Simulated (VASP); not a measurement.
Write the native input for VASP 6.6.1 that does the following.

| Quantity | Value |
| --- | --- |
| Task | single point |
| Functional | PBE |
| Potentials or basis | VASP PAW PBE potentials, release 64 (Hf_pv, B) |
| Cutoff | 520 eV |
| k mesh | 10 × 10 × 8 |
| Occupations | gaussian, width 0.023 eV |
| Spin | no spin polarisation |
| Dipole correction | no |
| Further INCAR settings | ALGO = Normal; EDIFF = 1e-06; NBANDS = 15 |

The structure of HfB2 lies in POSCAR:

```
HfB2
1.0
    3.1400000000      0.0000000000      0.0000000000
   -1.5700000000      2.7193197679      0.0000000000
    0.0000000000      0.0000000000      3.4800000000
Hf B
1 2
Direct
    0.0000000000      0.0000000000      0.0000000000
    0.6666666667      0.3333333333      0.5000000000
    0.3333333333      0.6666666667      0.5000000000
```

These files were run (other wordings do the same):

INCAR

```
  ALGO = Normal
  EDIFF = 1E-6
  ENCUT = 520
  GGA = PE
  ISIF = 2
  ISMEAR = 0
  LASPH = True
  LCHARG = True
  LELF = True
  LREAL = False
  LVHAR = True
  LWAVE = False
  NBANDS = 15
  NELM = 100
  PREC = Accurate
  SIGMA = 0.023
```

KPOINTS

```
k-points
0
Gamma
  10 10 8
```

Potentials or basis: VASP PAW PBE potentials, release 64 (Hf_pv, B).

The run is started by

```console
$ cat potpaw_PBE.64/Hf_pv/POTCAR potpaw_PBE.64/B/POTCAR > POTCAR
$ mpirun -np 1 vasp_std > vasp.out
```

It gave:

The pressure is 1.0 GPa. The band gap on the k mesh is zero (band 8 reaches 8.26 eV, above the bottom of band 9 at 7.43 eV).

Caveat: spin-orbit coupling is left out, which moves the levels of the heavy elements.

Run time: 16 s on 1 thread of AMD EPYC 9R45 96-Core Processor (Zen 5), on a shared host, peak memory 0.13 GiB.
